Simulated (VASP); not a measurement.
# SiGeW3 (P4/mmm) in VASP: single point with PBE

Aim: the single point of SiGeW3 with PBE.

Program: VASP 6.6.1. These are calculated values, not measurements. Logs are shortened: lines on timing, memory, paths and dates and some standing lists are left out, and cuts for length are marked.

### 1 The cell of the first run

The structure is tetragonal, space group P4/mmm (No. 123). The conventional cell has a = 4.531 Å, b = 4.531 Å, c = 4.442 Å, α = 90.00°, β = 90.00°, γ = 90.00°. Within 2.9 Å of Si (site symmetry 4/mmm) lie 2 Ge at 2.22 Å and 4 W at 2.27 Å. Ge (site symmetry 4/mmm) has 2 Si at 2.22 Å within 2.9 Å. W (site symmetry mmm) has 2 Si at 2.27 Å within 3.0 Å. W (site symmetry 4/mmm) has 8 W at 3.17 Å and 4 Ge at 3.20 Å and 8 Si at 3.90 Å within 4.2 Å.

### 2 Single point, PBE

Contents of INCAR:

```
SYSTEM = SiGeW3
  PREC = Accurate
  ENCUT = 520
  EDIFF = 1E-7
  ISMEAR = 0
  SIGMA = 0.1
  LREAL = .False.
  LASPH = .True.
  NELM = 60
  ALGO = Fast
  ISIF = 2
  LWAVE = .False.
  LCHARG = .True.
  GGA = PE
  LELF = .True.
  LVHAR = .True.
  NBANDS = 38
```

Contents of KPOINTS:

```
Automatic mesh
0
Gamma
  8 8 8
  0 0 0
```

Contents of POSCAR:

```
SiGeW3
1.0
    4.5306203890      0.0000000000      0.0000000000
    0.0000000000      4.5306203890      0.0000000000
    0.0000000000      0.0000000000      4.4420549000
Si Ge W
1 1 3
Direct
    0.5000000000      0.5000000000      0.0000000000
    0.5000000000      0.5000000000      0.5000000000
    0.5000000000      0.0000000000      0.0000000000
    0.0000000000      0.5000000000      0.0000000000
    0.0000000000      0.0000000000      0.5000000000
```

Potentials or basis: VASP PAW PBE potentials, release 64 (Si, Ge_d, W_sv).

Run with:

```console
$ cat potpaw_PBE.64/Si/POTCAR potpaw_PBE.64/Ge_d/POTCAR potpaw_PBE.64/W_sv/POTCAR > POTCAR
$ mpirun -np 1 vasp_std > vasp.out
```

OUTCAR:

```text
SYSTEM = SiGeW3
   PREC = Accurate
   ENCUT = 520
   EDIFF = 1E-7
   ISMEAR = 0
   LREAL = .False.
   LASPH = .True.
   NELM = 60
   ISIF = 2
   GGA = PE

 ion  position               nearest neighbor table
   1  0.500  0.500  0.000-   2 2.22   2 2.22   4 2.27   3 2.27   3 2.27   4 2.27
   2  0.500  0.500  0.500-   1 2.22   1 2.22   4 3.17   3 3.17   3 3.17   4 3.17   3 3.17   3 3.17
                             4 3.17   4 3.17   5 3.20   5 3.20   5 3.20   5 3.20
   3  0.500  0.000  0.000-   1 2.27   1 2.27   5 3.17   2 3.17   5 3.17   2 3.17   2 3.17   2 3.17
                             5 3.17   5 3.17   4 3.20   4 3.20   4 3.20   4 3.20
   4  0.000  0.500  0.000-   1 2.27   1 2.27   5 3.17   2 3.17   5 3.17   5 3.17   5 3.17   2 3.17
                             2 3.17   2 3.17   3 3.20   3 3.20   3 3.20   3 3.20
   5  0.000  0.000  0.500-   3 3.17   4 3.17   3 3.17   4 3.17   4 3.17   4 3.17   3 3.17   3 3.17
                             2 3.20   2 3.20   2 3.20   2 3.20

  LATTYP: Found a simple tetragonal cell.
 ALAT       =     4.5306203890
 C/A-ratio  =     0.9804517966

  Lattice vectors:

 A1 = (   4.5306203890,   0.0000000000,   0.0000000000)
 A2 = (   0.0000000000,   4.5306203890,   0.0000000000)
 A3 = (   0.0000000000,   0.0000000000,   4.4420549000)

Analysis of symmetry for initial positions (statically):
=====================================================================
 Subroutine PRICEL returns:
 Original cell was already a primitive cell.

 Routine SETGRP: Setting up the symmetry group for a
 simple tetragonal supercell.

 Subroutine GETGRP returns: Found 16 space group operations
 (whereof 16 operations were pure point group operations)
 out of a pool of 16 trial point group operations.

The static configuration has the point symmetry D_4h.

Analysis of symmetry for dynamics (positions and initial velocities):
=====================================================================
 Subroutine PRICEL returns:
 Original cell was already a primitive cell.

 Routine SETGRP: Setting up the symmetry group for a
 simple tetragonal supercell.

 Subroutine GETGRP returns: Found 16 space group operations
 (whereof 16 operations were pure point group operations)
 out of a pool of 16 trial point group operations.

The dynamic configuration has the point symmetry D_4h.

 Subroutine INISYM returns: Found 16 space group operations
 (whereof 16 operations are pure point group operations),
 and found     1 'primitive' translations

----------------------------------------------------------------------------------------

                                     Primitive cell

  volume of cell :      91.1799

  direct lattice vectors                    reciprocal lattice vectors
     4.530620389  0.000000000  0.000000000     0.220720324  0.000000000  0.000000000
     0.000000000  4.530620389  0.000000000     0.000000000  0.220720324  0.000000000
     0.000000000  0.000000000  4.442054900     0.000000000  0.000000000  0.225121036

  length of vectors
     4.530620389  4.530620389  4.442054900     0.220720324  0.220720324  0.225121036

  position of ions in fractional coordinates (direct lattice)
     0.500000000  0.500000000  0.000000000
     0.500000000  0.500000000  0.500000000
     0.500000000  0.000000000  0.000000000
     0.000000000  0.500000000  0.000000000
     0.000000000  0.000000000  0.500000000

  ion indices of the primitive-cell ions
   primitive index   ion index
                 1           1
                 2           2
                 3           3
                 4           4
                 5           5

----------------------------------------------------------------------------------------

 KPOINTS: Automatic mesh

Automatic generation of k-mesh.
 Grid dimensions read from file:
 generate k-points for:    8    8    8

 Generating k-lattice:

  Cartesian coordinates                     Fractional coordinates (reciprocal lattice)
     0.027590040  0.000000000  0.000000000     0.125000000  0.000000000  0.000000000
     0.000000000  0.027590040  0.000000000     0.000000000  0.125000000  0.000000000
     0.000000000  0.000000000  0.028140129     0.000000000  0.000000000  0.125000000

  Length of vectors
     0.027590040  0.027590040  0.028140129

  Shift w.r.t. Gamma in fractional coordinates (k-lattice)
     0.000000000  0.000000000  0.000000000

 Subroutine IBZKPT returns following result:
 ===========================================

 Found     75 irreducible k-points:

 Following reciprocal coordinates:
            Coordinates               Weight
  0.000000  0.000000  0.000000      1.000000
  0.125000  0.000000  0.000000      4.000000
  0.250000  0.000000  0.000000      4.000000
  0.375000  0.000000  0.000000      4.000000
  0.500000  0.000000  0.000000      2.000000
  0.125000  0.125000  0.000000      4.000000
[... 16 lines left out ...]
  0.375000  0.125000  0.125000     16.000000
  0.500000  0.125000  0.125000      8.000000
 [... further k-points ...]
   k-points           NKPTS =     75   k-points in BZ     NKDIM =     75   number of bands    NBANDS=     38
   number of dos      NEDOS =    301   number of ions     NIONS =      5
   total plane-waves  NPLWV =  46656
   dimension x,y,z NGX =    36 NGY =   36 NGZ =   36
   dimension x,y,z NGXF=    72 NGYF=   72 NGZF=   72
   ions per type =               1   1   3
   NGX,Y,Z   is equivalent  to a cutoff of  13.21, 13.21, 13.47 a.u.
   NGXF,Y,Z  is equivalent  to a cutoff of  26.42, 26.42, 26.95 a.u.
 SYSTEM =  SiGeW3
   PREC   = accura    normal or accurate (medium, high low for compatibility)
   ISTART =      0    job   : 0-new  1-cont  2-samecut
   ICHARG =      2    charge: 1-file 2-atom 10-const
   ISPIN  =      1    spin polarized calculation?
   LNONCOLLINEAR =      F non collinear calculations
   LSORBIT =      F    spin-orbit coupling
   LASPH  =      T    aspherical Exc in radial PAW
   ENCUT  =  520.0 eV  38.22 Ry    6.18 a.u.   8.42  8.42  8.26*2*pi/ulx,y,z
   NELM   =     60;   NELMIN=  2; NELMDL= -5     # of ELM steps
   EDIFF  = 0.1E-06   stopping-criterion for ELM
   LREAL  =      F    real-space projection
   EDIFFG = 0.1E-05   stopping-criterion for IOM
   NSW    =      0    number of steps for IOM
   IBRION =     -1    ionic relax: 0-MD 1-quasi-New 2-CG
   NFREE  =      0    steps in history (QN), initial steepest desc. (CG)
   ISIF   =      2    stress and relaxation
   ISYM   =      2    0-nonsym 1-usesym 2-fastsym
   POTIM  = 0.5000    time-step for ionic-motion
   TEBEG  =    0.0;   TEEND  =   0.0 temperature during run
   PSTRESS=    0.0 pullay stress
   NELECT =      60.0000    total number of electrons
   NUPDOWN=      -1.0000    fix difference up-down
   EMIN   =  10.00;   EMAX   =-10.00  energy-range for DOS
   EFERMI =   0.00;   METHOD = LEGACY
   ISMEAR =     0;   SIGMA  =   0.10  broadening in eV -4-tet -1-fermi 0-gaus
   EFERMI_NEDOS =   21; number of points for ismear=-14 and -15
   IALGO  =     68    algorithm
   IMIX   =      4    mixing-type and parameters
     AMIX     =   0.40;   BMIX     =  1.00
     AMIX_MAG =   1.60;   BMIX_MAG =  1.00
  volume/ion in A,a.u.               =      18.24       123.06
  Fermi-wavevector in a.u.,A,eV,Ry     =   1.423942  2.690859 27.587302  2.027609
  Thomas-Fermi vector in A             =   2.544485
   LORBIT       =      0    0 simple, 1 ext, 2 COOP (PROOUT), +10 PAW based schemes
   GGA     = PE    functional components
   LHFCALC =     F    Hartree Fock is set to
   AEXX    =    0.0000 exact exchange contribution
   IVDW    =     0    specifies the selected vdW correction
   LEPSILON=     F    determine dielectric tensor
   LRPA    =     F    only Hartree local field effects (RPA)
 non-spin polarized calculation
 RMM-DIIS sequential band-by-band and
 Gauss-broadening in eV      SIGMA  =   0.10
  energy-cutoff  :      520.00
  volume of cell :       91.18
 maximum number of plane-waves:      2478
 NGX is ok and might be reduce to    36
   NGX = 17   NGY = 17   NGZ = 17

 number of electron      59.9999983 magnetization

 Free energy of the ion-electron system (eV)
  ---------------------------------------------------
  ext. energy  EPLUGINS =         0.00000000
  ---------------------------------------------------
  free energy    TOTEN  =       -40.13813255 eV

  energy without entropy =      -40.10606242  energy(sigma->0) =      -40.12209748

 E-fermi :   8.4558     XC(G=0): -11.9539

 val. band max:        8.4553227128   @ k =   0.3750   0.2500   0.3750
 cond. band min:       8.4631039241   @ k =   0.3750   0.3750   0.3750
 fundamental gap:      0.0077812113
 Fermi energy:         8.4558138382

 k-point     1 :       0.0000    0.0000    0.0000
  band No.  band energies     occupation
      1     -66.2412      2.00000
      2     -65.6941      2.00000
      3     -65.6793      2.00000
      4     -30.3463      2.00000
      5     -30.3463      2.00000
      6     -30.3375      2.00000
[... 30 lines left out ...]
     37      11.7104      0.00000
     38      12.6385      0.00000

 k-point     2 :       0.1250    0.0000    0.0000
  band No.  band energies     occupation
      1     -66.2411      2.00000
      2     -65.6935      2.00000
      3     -65.6798      2.00000
      4     -30.3457      2.00000
      5     -30.3443      2.00000
      6     -30.3348      2.00000
[... 30 lines left out ...]
     37      11.9681      0.00000
     38      12.3897      0.00000

 k-point     3 :       0.2500    0.0000    0.0000
  band No.  band energies     occupation
      1     -66.2411      2.00000
      2     -65.6919      2.00000
      3     -65.6814      2.00000
      4     -30.3444      2.00000
      5     -30.3396      2.00000
      6     -30.3280      2.00000
[... 30 lines left out ...]
     37      12.4005      0.00000
[... 781 lines left out ...]
 k-point    23 :       0.3750    0.1250    0.1250
  band No.  band energies     occupation
      1     -66.2410      2.00000
      2     -65.6892      2.00000
      3     -65.6840      2.00000
      4     -30.3421      2.00000
      5     -30.3382      2.00000
      6     -30.3161      2.00000
[... 30 lines left out ...]
     37      11.0158      0.00000
     38      12.0969      0.00000

 k-point    24 :       0.5000    0.1250    0.1250
  band No.  band energies     occupation
      1     -66.2410      2.00000
      2     -65.6867      2.00000
      3     -65.6865      2.00000
      4     -30.3409      2.00000
      5     -30.3368      2.00000
      6     -30.3153      2.00000
[... 30 lines left out ...]
     37      10.9607      0.00000
     38      11.8069      0.00000

 [... further k-points ...]

------------------------ aborting loop because EDIFF is reached ----------------------------------------

  FORCE on cell =-STRESS in cart. coord.  units (eV):
  Direction    XX          YY          ZZ          XY          YZ          ZX
  --------------------------------------------------------------------------------------
  -------------------------------------------------------------------------------------
  Total        0.0762502      0.0762502     -0.0525999      0.0000000      0.0000000      0.0000000
  in kB        1.3398373      1.3398373     -0.9242638      0.0000000      0.0000000      0.0000000
  external PRESSURE =       0.5851369 kB  Pullay stress =       0.0000000 kB

 VOLUME and BASIS-vectors are now :
 -----------------------------------------------------------------------------
  energy-cutoff  :      520.00
  volume of cell :       91.18
      direct lattice vectors                 reciprocal lattice vectors
     4.530620389  0.000000000  0.000000000     0.220720324  0.000000000  0.000000000
     0.000000000  4.530620389  0.000000000     0.000000000  0.220720324  0.000000000
     0.000000000  0.000000000  4.442054900     0.000000000  0.000000000  0.225121036

 POSITION                                       TOTAL-FORCE (eV/Angst)
 -----------------------------------------------------------------------------------
      2.26531      2.26531      0.00000         0.000000      0.000000      0.000000
      2.26531      2.26531      2.22103         0.000000      0.000000      0.000000
      2.26531      0.00000      0.00000         0.000000      0.000000      0.000000
      0.00000      2.26531      0.00000         0.000000      0.000000      0.000000
      0.00000      0.00000      2.22103         0.000000      0.000000      0.000000
 -----------------------------------------------------------------------------------
    total drift:                                0.000000      0.000000     -0.000000

  FREE ENERGIE OF THE ION-ELECTRON SYSTEM (eV)
  ---------------------------------------------------
  free  energy   TOTEN  =       -40.1381325486 eV

  energy  without entropy=      -40.1060624159  energy(sigma->0) =      -40.12209748
```

Run time: 11 min. Hardware: 1 thread of Intel Xeon 6975P-C, shared host; peak memory 0.37 GiB.

Results:

| Quantity | Value |
| --- | --- |
| Free energy | -40.1381 eV |
| Pressure | 0.1 GPa |
| Band gap on the k mesh | zero (band 30 reaches 8.68 eV, above the bottom of band 31 at 8.07 eV) |

Caveat: spin-orbit coupling is left out, which moves the levels of the heavy elements.
